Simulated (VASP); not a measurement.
Write the native input for VASP 6.6.1 that does the following.

```
Task                   : single point
Functional             : PBE
Potentials or basis    : VASP PAW PBE potentials, release 64 (C)
Cutoff                 : 520 eV
k mesh                 : 21 × 21 × 6
Occupations            : gaussian, width 0.1 eV
Spin                   : no spin polarisation
Dipole correction      : no
Further INCAR settings : ALGO = Normal; EDIFF = 1e-06; NBANDS = 16
```

The structure of C lies in POSCAR:

```
C
1.0
    1.2332640319     -2.1360118305      0.0000000000
    1.2332640319      2.1360118305      0.0000000000
    0.0000000000      0.0000000000      8.5840344819
C
4
Direct
    0.0833320291      0.9166679709      0.7499621542
    0.5833320291      0.4166679709      0.2500378458
    0.9166679709      0.0833320291      0.2500378458
    0.4166679709      0.5833320291      0.7499621542
```

The input as run:

INCAR

```
PREC = Accurate
ENCUT = 520
EDIFF = 1E-6
ISMEAR = 0
SIGMA = 0.1
LREAL = F
LASPH = T
NELM = 60
ALGO = Normal
ISIF = 2
LWAVE = F
LCHARG = F
GGA = PE
NBANDS = 16
```

KPOINTS

```
regular mesh
0
Gamma
  21 21 6
```

Potentials or basis: VASP PAW PBE potentials, release 64 (C).

Command:

```bash
$ cat potpaw_PBE.64/C/POTCAR > POTCAR
$ mpirun -np 1 vasp_std > vasp.out
```

Results of the run:

The pressure is 0.4 GPa. The band gap on the k mesh is zero (filled and empty bands touch).

Caveat: this functional lacks dispersion, which binds layers or chains, so the pressure and a relaxed spacing across them are unreliable.

It took 3 min on 1 thread of Intel(R) Xeon(R) Platinum 8488C (Sapphire Rapids), with other jobs on the host, peak memory 0.33 GiB.
